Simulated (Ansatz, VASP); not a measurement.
**One calculation of AlN, two programs**

```
CELL_PARAMETERS angstrom
3.11000 0.00000 0.00000
-1.55500 2.69334 0.00000
0.00000 0.00000 4.98000
ATOMIC_POSITIONS crystal
Al 0.33333 0.66667 0.00000
Al 0.66667 0.33333 0.50000
N 0.33333 0.66667 0.37700
N 0.66667 0.33333 0.87700
```

Alike in both runs: task single point; functional PBE; k mesh 6 × 6 × 4; occupations gaussian, width 0.1 eV; no spin polarisation.

|  | VASP | Ansatz |
| --- | --- | --- |
| version | VASP 6.6.1 | Ansatz 0.2.0 |
| potentials or method | VASP PAW PBE potentials, release 64 (Al, N), cutoff 600 eV | scalar-relativistic, plane waves, PAW |
| valence electrons in the cell | 16 | 16 |

```csv
,VASP,Ansatz,Ansatz less VASP
gap on the k mesh at the Fermi level (eV),4.29,4.28,-0.011
least direct gap on the mesh (eV),4.29,4.28,-0.011
pressure (GPa),3.9,4.3,+0.37
"traceless stress, the component that is largest in VASP (GPa)",2.35,2.30,-0.046
rms of the force components (eV/Å),0.191,0.190,-0.0004
```

Atom by atom the forces differ by 0.000 eV/Å (rms over components).
